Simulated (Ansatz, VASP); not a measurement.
**Two plane-wave programs on Ge2Sb2Te5**

```
Ge Sb Te
1.0
     4.22311    0.00000    0.00000
    -2.11155    3.65732    0.00000
     0.00000    0.00000   16.87762
Ge Sb Te
2 2 5
Direct
  0.33333 0.66667 0.89968
  0.66667 0.33333 0.10032
  0.00000 0.00000 0.68303
  0.00000 0.00000 0.31697
  0.00000 0.00000 0.00000
  0.66667 0.33333 0.80153
  0.33333 0.66667 0.19847
  0.33333 0.66667 0.58109
  0.66667 0.33333 0.41891
```

Alike in both runs: functional PBEsol; k mesh 9 × 9 × 2; occupations gaussian, width 0.01 eV; no spin polarisation.

Ansatz relaxed the structure, and its values are those at the end. VASP's run is a single point on that final structure, the one shown.

```csv
,VASP,Ansatz
version,VASP 6.6.1,Ansatz 0.2.0
potentials or method,"VASP PAW PBE potentials, release 64 (Ge_d, Sb, Te), cutoff 520 eV","scalar-relativistic, plane waves, PAW"
valence electrons in the cell,68,138
```

VASP gave:

```
gap on the k mesh at the Fermi level (eV) : 0.14
least direct gap on the mesh (eV)         : 0.14
pressure (GPa)                            : 0.0
rms of the force components (eV/Å)        : 0.014
```

Task: What did Ansatz give for the same quantities?

Result: gap on the k mesh at the Fermi level (eV): 0.15; least direct gap on the mesh (eV): 0.15; pressure (GPa): 0.0; rms of the force components (eV/Å): 0.001.

VASP's potentials were made for PBE, not for PBEsol. VASP's potentials hold 68 valence electrons a cell and Ansatz's 138, so a difference there can come from the potentials and not from the codes.

Neither program's run includes spin-orbit coupling.
